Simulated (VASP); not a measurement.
# GaN (I-4m2) in VASP: further runs, part 2 of 2

VASP 6.6.1. Earlier steps stand in the parts before.

## Step 3: Single point, r2SCAN (strain -0.080 along x and y, +0.040 along z)

The input, POSCAR:

```
GaN
1.0
    0.0000000000      2.0732205589      2.3436406318
    2.0732205589      0.0000000000      2.3436406318
    2.0732205589      2.0732205589      0.0000000000
Ga N
1 1
Direct
    0.0000000000      0.0000000000      0.0000000000
    0.7500000000      0.7500000000      0.7500000000
```

The input, INCAR.step1:

```
SYSTEM = GaN
PREC = Accurate
ENCUT = 520
ISMEAR = 0
SIGMA = 0.05
LREAL = .FALSE.
LASPH = .TRUE.
NELM = 60
NBANDS = 16
GGA = PE
ALGO = Normal
EDIFF = 1E-4
LWAVE = .TRUE.
LCHARG = .FALSE.
```

The input, INCAR.step2:

```
SYSTEM = GaN
PREC = Accurate
ENCUT = 520
EDIFF = 1E-7
ISMEAR = 0
SIGMA = 0.05
LREAL = .FALSE.
LASPH = .TRUE.
NELM = 60
ALGO = Normal
ISIF = 2
LWAVE = .FALSE.
LCHARG = .TRUE.
METAGGA = R2SCAN
LMIXTAU = .TRUE.
LELF = .TRUE.
LVHAR = .TRUE.
NBANDS = 16
ISTART = 1
```

The input, KPOINTS:

```
regular mesh
0
G
  10 10 10
  0 0 0
```

Potentials or basis: VASP PAW PBE potentials, release 64 (Ga_d, N).

Started as:

```bash
$ cat potpaw_PBE.64/Ga_d/POTCAR potpaw_PBE.64/N/POTCAR > POTCAR
$ cp INCAR.step1 INCAR
$ mpirun -np 1 vasp_std > vasp.out
$ cp INCAR.step2 INCAR
$ mpirun -np 1 vasp_std > vasp.out
```

Run time: 48 s. Hardware: 1 thread of Intel Xeon 6975P-C (Granite Rapids), shared host; peak memory 0.16 GiB.

Results (log left out):

```
Free energy            : -21.5558 eV
Pressure               : 30.9 GPa
Band gap on the k mesh : 2.67 eV
```

Stress tensor (GPa, compression positive):
```
37.64  0.00  0.00
 0.00 37.64  0.00
 0.00  0.00 17.54
```

Levels at points of the mesh, in eV from the valence-band top:
| k point | band 5 | band 6 | band 7 | band 8 | band 9 | band 10 | band 11 | band 12 | band 13 | band 14 |
| --- | --- | --- | --- | --- | --- | --- | --- | --- | --- | --- |
| (0.00, 0.00, 0.00) | -13.81 | -13.78 | -0.77 | 0.00 | 0.00 | 2.67 | 11.60 | 11.60 | 11.92 | 17.92 |
| (0.50, 0.00, 0.00) | -13.69 | -12.61 | -8.27 | -1.97 | -0.84 | 5.28 | 9.93 | 11.15 | 12.60 | 17.15 |
| (0.50, 0.50, 0.00) | -13.71 | -12.74 | -8.00 | -2.76 | -2.76 | 4.38 | 9.22 | 12.01 | 16.61 | 16.61 |
| (0.50, 0.00, 0.50) | -13.67 | -12.00 | -6.49 | -3.84 | -3.74 | 3.31 | 7.05 | 13.98 | 14.10 | 17.60 |

Caveat: the cell differs from its parent crystal (strain -0.080 along x and y, +0.040 along z); the stress differs along the axes, from 18 to 38 GPa; the PAW data sets were made with another functional, which shifts forces and pressure a little.

## Step 4: Single point, r2SCAN (strain -0.080 along x and y, +0.080 along z)

The input, POSCAR:

```
GaN
1.0
    0.0000000000      2.0732205589      2.4337806561
    2.0732205589      0.0000000000      2.4337806561
    2.0732205589      2.0732205589      0.0000000000
Ga N
1 1
Direct
    0.0000000000      0.0000000000      0.0000000000
    0.7500000000      0.7500000000      0.7500000000
```

The input, INCAR.step1:

```
SYSTEM = GaN
ALGO = Normal
EDIFF = 1E-4
ENCUT = 520
GGA = PE
ISMEAR = 0
LASPH = .TRUE.
LCHARG = .FALSE.
LREAL = .FALSE.
LWAVE = .TRUE.
NBANDS = 16
NELM = 60
PREC = Accurate
SIGMA = 0.05
```

The input, INCAR.step2:

```
SYSTEM = GaN
ALGO = Normal
EDIFF = 1E-6
ENCUT = 520
ISIF = 2
ISMEAR = 0
ISTART = 1
LASPH = .TRUE.
LCHARG = .TRUE.
LELF = .TRUE.
LMIXTAU = .TRUE.
LREAL = .FALSE.
LVHAR = .TRUE.
LWAVE = .FALSE.
METAGGA = R2SCAN
NBANDS = 16
NELM = 60
PREC = Accurate
SIGMA = 0.05
```

The input, KPOINTS:

```
k-points
0
G
  10 10 10
  0 0 0
```

Started as:

```bash
$ cat potpaw_PBE.64/Ga_d/POTCAR potpaw_PBE.64/N/POTCAR > POTCAR
$ cp INCAR.step1 INCAR
$ mpirun -np 1 vasp_std > vasp.out
$ cp INCAR.step2 INCAR
$ mpirun -np 1 vasp_std > vasp.out
```

Wall time 39 s (1 thread of Intel Xeon 6975P-C (Granite Rapids), shared host); peak memory 0.17 GiB.

Results (log left out):

| Item | Value |
| --- | --- |
| Free energy | -21.5962 eV |
| Pressure | 18.8 GPa |
| Band gap on the k mesh | 2.26 eV |

Stress tensor (GPa, compression positive):
```
28.69  0.00  0.00
 0.00 28.69  0.00
 0.00  0.00 -0.99
```

Levels at points of the mesh, in eV from the valence-band top:
| k point | band 7 | band 8 | band 9 | band 10 | band 11 | band 12 |
| --- | --- | --- | --- | --- | --- | --- |
| (0.00, 0.00, 0.00) | -1.06 | 0.00 | 0.00 | 2.26 | 11.28 | 11.28 |
| (0.50, 0.00, 0.00) | -8.04 | -2.17 | -0.69 | 4.61 | 9.64 | 11.02 |
| (0.50, 0.50, 0.00) | -8.17 | -2.46 | -2.46 | 4.52 | 9.17 | 11.40 |
| (0.50, 0.00, 0.50) | -6.24 | -3.80 | -3.72 | 3.17 | 6.57 | 13.04 |

Caveat: the cell differs from its parent crystal (strain -0.080 along x and y, +0.080 along z); the stress differs along the axes, from -1 to 29 GPa; the PAW data sets were made with another functional, which shifts forces and pressure a little.

## Step 5: Single point, r2SCAN (strain +0.000 along x and y, -0.080 along z)

The input, POSCAR:

```
GaN
1.0
    0.0000000000      2.2535006075      2.0732205589
    2.2535006075      0.0000000000      2.0732205589
    2.2535006075      2.2535006075      0.0000000000
Ga N
1 1
Direct
    0.0000000000      0.0000000000      0.0000000000
    0.7500000000      0.7500000000      0.7500000000
```

The input, INCAR.step1:

```
SYSTEM = GaN
  PREC = Accurate
  ENCUT = 520
  ISMEAR = 0
  SIGMA = 0.05
  LREAL = .FALSE.
  LASPH = .TRUE.
  NELM = 60
  NBANDS = 16
  GGA = PE
  ALGO = Normal
  EDIFF = 1E-4
  LWAVE = .TRUE.
  LCHARG = .FALSE.
```

The input, INCAR.step2:

```
SYSTEM = GaN
  PREC = Accurate
  ENCUT = 520
  EDIFF = 1E-6
  ISMEAR = 0
  SIGMA = 0.05
  LREAL = .FALSE.
  LASPH = .TRUE.
  NELM = 60
  ALGO = Normal
  ISIF = 2
  LWAVE = .FALSE.
  LCHARG = .TRUE.
  METAGGA = R2SCAN
  LMIXTAU = .TRUE.
  LELF = .TRUE.
  LVHAR = .TRUE.
  NBANDS = 16
  ISTART = 1
```

The input, KPOINTS:

```
Automatic mesh
0
G
  10 10 10
  0 0 0
```

Started as:

```bash
$ cat potpaw_PBE.64/Ga_d/POTCAR potpaw_PBE.64/N/POTCAR > POTCAR
$ cp INCAR.step1 INCAR
$ mpirun -np 1 vasp_std > vasp.out
$ cp INCAR.step2 INCAR
$ mpirun -np 1 vasp_std > vasp.out
```

Wall time 39 s (1 thread of Intel Xeon 6975P-C (Granite Rapids), shared host); peak memory 0.17 GiB.

The run converged. Its results:

| Quantity | Value |
| --- | --- |
| Free energy | -21.7628 eV |
| Pressure | 18.6 GPa |
| Band gap on the k mesh | 2.44 eV |

Stress tensor (GPa, compression positive):
```
15.96  0.00  0.00
 0.00 15.96  0.00
 0.00  0.00 23.73
```

Levels at points of the mesh, in eV from the valence-band top:
| k point | band 5 | band 6 | band 7 | band 8 | band 9 | band 10 | band 11 | band 12 | band 13 | band 14 |
| --- | --- | --- | --- | --- | --- | --- | --- | --- | --- | --- |
| (0.00, 0.00, 0.00) | -13.73 | -13.71 | -0.34 | -0.34 | 0.00 | 2.44 | 11.22 | 11.46 | 11.46 | 19.24 |
| (0.50, 0.00, 0.00) | -13.63 | -12.56 | -7.94 | -1.65 | -1.02 | 5.35 | 9.71 | 10.55 | 12.19 | 16.90 |
| (0.50, 0.50, 0.00) | -13.59 | -11.87 | -6.14 | -3.76 | -3.76 | 3.23 | 6.50 | 13.97 | 15.31 | 15.31 |
| (0.50, 0.00, 0.50) | -13.64 | -12.36 | -7.11 | -3.10 | -3.01 | 3.82 | 8.05 | 12.53 | 14.73 | 16.88 |

Caveat: the cell differs from its parent crystal (strain +0.000 along x and y, -0.080 along z); the stress differs along the axes, from 16 to 24 GPa; the PAW data sets were made with another functional, which shifts forces and pressure a little.

## Step 6: Single point, r2SCAN (strain +0.000 along x and y, -0.040 along z)

The input, POSCAR:

```
GaN
1.0
    0.0000000000      2.2535006075      2.1633605832
    2.2535006075      0.0000000000      2.1633605832
    2.2535006075      2.2535006075      0.0000000000
Ga N
1 1
Direct
    0.0000000000      0.0000000000      0.0000000000
    0.7500000000      0.7500000000      0.7500000000
```

The input, INCAR.step1:

```
  ALGO = Normal
  EDIFF = 1E-5
  ENCUT = 1460
  GGA = PE
  GGA_COMPAT = F
  ISMEAR = 0
  LASPH = T
  LCHARG = F
  LREAL = F
  LWAVE = T
  NBANDS = 16
  NELM = 120
  PREC = Accurate
  SIGMA = 0.05
```

The input, INCAR.step2:

```
  ALGO = Normal
  EDIFF = 1E-6
  ENCUT = 1460
  GGA_COMPAT = F
  ISIF = 2
  ISMEAR = 0
  ISTART = 1
  LASPH = T
  LCHARG = F
  LMIXTAU = T
  LREAL = F
  LWAVE = F
  METAGGA = R2SCAN
  NBANDS = 16
  NELM = 120
  PREC = Accurate
  SIGMA = 0.05
```

The input, KPOINTS:

```
k-points
0
Gamma
  10 10 10
```

Potentials or basis: VASP PAW PBE potentials, release 64 (Ga_d, N_h).

Started as:

```bash
$ cat potpaw_PBE.64/Ga_d/POTCAR potpaw_PBE.64/N_h/POTCAR > POTCAR
$ cp INCAR.step1 INCAR
$ mpirun -np 1 vasp_std > vasp.out
$ cp INCAR.step2 INCAR
$ mpirun -np 1 vasp_std > vasp.out
```

It took 8.7 min on 1 thread of AMD EPYC 7R13 (Zen 3), shared host; peak memory 0.35 GiB.

It converged, with:

- Free energy: -21.8682 eV
- Pressure: 8.3 GPa
- Band gap on the k mesh: 2.27 eV

Stress tensor (GPa, compression positive):
```
 6.75  0.00  0.00
 0.00  6.75  0.00
 0.00  0.00 11.36
```

Levels at points of the mesh, in eV from the valence-band top:
```tsv
k point	band 6	band 7	band 8	band 9	band 10	band 11	band 12	band 13
(0.00, 0.00, 0.00)	-13.59	-0.18	-0.18	0.00	2.27	11.09	11.21	11.21
(0.50, 0.00, 0.00)	-12.46	-7.55	-1.32	-1.01	5.29	9.55	10.78	11.49
(0.50, 0.50, 0.00)	-11.94	-6.20	-3.26	-3.26	3.49	6.90	13.21	15.12
(0.50, 0.00, 0.50)	-12.16	-6.66	-2.95	-2.91	3.77	7.62	12.56	14.84
```

Caveat: the cell differs from its parent crystal (strain +0.000 along x and y, -0.040 along z); the cell stands under pressure; the PAW data sets were made with another functional, which shifts forces and pressure a little.

## Step 7: Overview

```tsv
potentials or basis	cell	cutoff (eV)	gap on the mesh (eV)	pressure (GPa)
VASP PAW PBE potentials, release 64 (Ga_d, N)	a = 2.996, b = 2.996, c = 3.059 Å, angles 59.3, 59.3, 61.4°, 2 atoms	520	3.08	45.4
VASP PAW PBE potentials, release 64 (Ga_d, N)	a = 3.129, b = 3.129, c = 2.932 Å, angles 62.1, 62.1, 55.9°, 2 atoms	520	2.67	30.9
VASP PAW PBE potentials, release 64 (Ga_d, N)	a = 3.197, b = 3.197, c = 2.932 Å, angles 62.7, 62.7, 54.6°, 2 atoms	520	2.26	18.8
VASP PAW PBE potentials, release 64 (Ga_d, N)	a = 3.062, b = 3.062, c = 3.187 Å, angles 58.6, 58.6, 62.7°, 2 atoms	520	2.44	18.6
VASP PAW PBE potentials, release 64 (Ga_d, N_h)	a = 3.124, b = 3.124, c = 3.187 Å, angles 59.3, 59.3, 61.3°, 2 atoms	1460	2.27	8.3
```

Alike in all rows: task single point; level r2SCAN; no spin polarisation; k mesh 10 × 10 × 10; smearing gaussian 0.05 eV.

Caveats: the PAW data sets were made with another functional, which shifts forces and pressure a little; the cell stands under pressure (at least some runs); the stress differs along the axes, from 18 to 38 GPa (at least some runs); the stress differs along the axes, from -1 to 29 GPa (at least some runs); the stress differs along the axes, from 16 to 24 GPa (at least some runs).

Total energies depend on the potentials used, so only differences within one code and one set of settings carry meaning.
